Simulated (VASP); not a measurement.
CoSi: single point with PBE

CoSi:

```xyz
8
Lattice="3.7662 0.0000 0.0000 0.0000 5.0955 0.0000 0.0000 0.0000 4.4308" Properties=species:S:1:pos:R:3 pbc="T T T"
Co    0.5462    0.7389    0.6426
Co    1.3369    4.3565    2.8580
Co    2.4293    1.8088    3.7883
Co    3.2200    3.2867    1.5729
Si    3.1755    4.2963    3.7359
Si    2.4738    0.7992    1.5205
Si    1.2924    3.3469    0.6949
Si    0.5907    1.7486    2.9104
```

This cell differs from its parent crystal: strain -0.1500 x Voigt [1, -1, 0, 0, 0, 0].

| Property | Result |
| --- | --- |
| Program | VASP 6.6.1 |
| Task | single point |
| Functional | PBE |
| Potentials or basis | VASP PAW PBE potentials, release 64 (Co, Si) |
| Cutoff | 520 eV |
| k mesh | 10 × 10 × 10 |
| Occupations | gaussian, width 0.15 eV |
| Spin | no spin polarisation |
| Dipole correction | no |
| Further INCAR settings | ALGO = Normal; EDIFF = 1e-06; NBANDS = 36 |

```json
{
 "Pressure": "24.6 GPa",
 "Largest force": "1.609 eV/Å",
 "Band gap on the k mesh": "zero (bands 26 and 27 overlap by 0.67 eV)"
}
```

Forces on the atoms (eV/Å):
```
Co   0.725 -0.551 -1.032
Co  -0.725  0.551 -1.032
Co   0.725  0.551  1.032
Co  -0.725 -0.551  1.032
Si   0.596 -0.167  1.485
Si  -0.596  0.167  1.485
Si   0.596  0.167 -1.485
Si  -0.596 -0.167 -1.485
```

Stress tensor (GPa, compression positive):
```
 77.22   0.00   0.00
  0.00 -13.51   0.00
  0.00   0.00  10.09
```

Levels at points of the mesh, in eV from the Fermi level:
```
           k point  band 22  band 23  band 24  band 25  band 26  band 27  band 28  band 29  band 30  band 31
(0.00, 0.00, 0.00)    -0.85    -0.83    -0.69    -0.28    -0.21     0.04     1.87     2.30     2.38     2.43
(0.50, 0.00, 0.00)    -1.55    -1.13    -1.13    -0.69    -0.69     0.33     0.33     1.41     1.41     3.56
(0.00, 0.50, 0.00)    -1.07    -0.72    -0.72    -0.32    -0.32     0.81     0.81     2.31     2.31     2.75
(0.50, 0.50, 0.00)    -1.80    -1.19    -1.19    -0.26    -0.26     0.39     0.39     1.95     1.95     2.68
(0.00, 0.00, 0.50)    -1.49    -0.87    -0.87    -0.25    -0.25     0.58     0.58     1.95     1.95     4.52
(0.50, 0.00, 0.50)    -1.70    -1.46    -1.46    -0.27    -0.27     0.03     0.03     1.25     1.25     1.75
(0.00, 0.50, 0.50)    -1.32    -0.86    -0.86     0.27     0.27     1.30     1.30     2.87     2.87     2.97
(0.50, 0.50, 0.50)    -1.44    -1.44    -1.44    -0.40    -0.40    -0.40    -0.40     3.81     3.81     3.81
```

Wall time 5.6 min on 1 thread of Intel(R) Xeon(R) 6975P-C (Granite Rapids), with other jobs on the host, peak memory 0.56 GiB.

Caveat: the cell differs from its parent crystal (strain -0.1500 x Voigt [1, -1, 0, 0, 0, 0]); the stress differs along the axes, from -14 to 77 GPa; the run has no spin polarisation, though such a crystal can be magnetic; forces of over 1 eV/Å act on the atoms, so gaps and moduli don't describe the material at rest. Spin polarisation is off, so any magnetic state and its effect on volume and gap are missing.
